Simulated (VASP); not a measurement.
The system is CuO.

```
Cu O
1.0
     2.34185   -1.71130    0.00000
     2.34185    1.71130    0.00000
    -0.85003    0.00000    5.05787
Cu O
2 2
Direct
  0.50000 0.00000 0.50000
  0.00000 0.50000 0.00000
  0.41840 0.58160 0.75000
  0.58160 0.41840 0.25000
```

```yaml
Program: VASP 6.6.1
Task: relaxation of cell and atoms
Functional: LDA
Potentials_or_basis: VASP PAW LDA potentials, release 64 (Cu, O)
Cutoff: 600 eV
k_mesh: 10 × 10 × 5
Occupations: fermi-dirac, width 0.05 eV
Spin: no spin polarisation
```

At the start: pressure -9.0 GPa; volume 10.13 Å³/atom.

How do energy, volume and symmetry change on relaxing?

Over 79 steps the energy falls by 43.4 meV/atom and the volume is 10.30 Å³/atom (+1.6 %); space group C2/c (No. 15, to 0.1 Å) before, Cccm (No. 66, to 0.1 Å).

The path:
```tsv
step	energy change (eV)	largest force (eV/Å)	pressure (GPa)	volume (Å³)
1	0.0000	0.4264	-8.99	40.54
3	-0.0650	0.2146	0.50	38.67
5	-0.0715	0.1435	0.76	38.73
7	-0.0840	0.0451	0.41	39.18
9	-0.1104	0.0271	-3.51	40.78
11	-0.1299	0.0214	-1.95	40.76
13	-0.1429	0.0438	4.91	40.34
15	-0.1588	0.0419	1.58	40.86
17	-0.1616	0.0602	0.39	41.19
19	-0.1668	0.0360	-0.72	41.27
21	-0.1678	0.0283	-0.11	41.08
23	-0.1679	0.0267	0.17	41.01
25	-0.1682	0.0350	0.15	41.02
27	-0.1689	0.0577	-0.06	41.03
29	-0.1699	0.0520	1.27	40.81
31	-0.1702	0.0511	1.24	40.83
33	-0.1715	0.0460	1.00	40.89
35	-0.1722	0.0360	0.60	40.99
37	-0.1728	0.0217	-0.03	41.11
39	-0.1730	0.0167	-0.17	41.18
41	-0.1732	0.0066	-0.28	41.19
43	-0.1733	0.0025	0.08	41.16
45	-0.1733	0.0011	0.09	41.16
47	-0.1734	0.0078	-0.27	41.23
49	-0.1734	0.0068	-0.04	41.20
51	-0.1734	0.0191	0.15	41.16
53	-0.1734	0.0127	0.07	41.18
55	-0.1736	0.0127	0.07	41.19
57	-0.1736	0.0127	-0.11	41.21
59	-0.1736	0.0076	0.09	41.18
61	-0.1736	0.0083	-0.07	41.18
63	-0.1736	0.0074	0.13	41.18
65	-0.1736	0.0071	-0.01	41.20
67	-0.1736	0.0074	0.03	41.20
69	-0.1736	0.0051	0.03	41.16
71	-0.1736	0.0077	0.02	41.18
73	-0.1736	0.0000	0.06	41.17
75	-0.1736	0.0045	0.08	41.17
77	-0.1736	0.0016	0.03	41.17
79	-0.1737	0.0012	-0.02	41.19
```

Final structure:
```cif
data_structure
_symmetry_space_group_name_H-M 'P 1'
_symmetry_Int_Tables_number 1
_cell_length_a 2.8542
_cell_length_b 2.8542
_cell_length_c 5.0583
_cell_angle_alpha 90.364
_cell_angle_beta 90.364
_cell_angle_gamma 88.190
_cell_volume 41.19
loop_
_atom_site_label
_atom_site_type_symbol
_atom_site_fract_x
_atom_site_fract_y
_atom_site_fract_z
_atom_site_occupancy
Cu1 Cu 0.50000 0.00000 0.50000 1
Cu2 Cu 0.00000 0.50000 0.00000 1
O1 O 0.49750 0.50250 0.75000 1
O2 O 0.50250 0.49750 0.25000 1
```
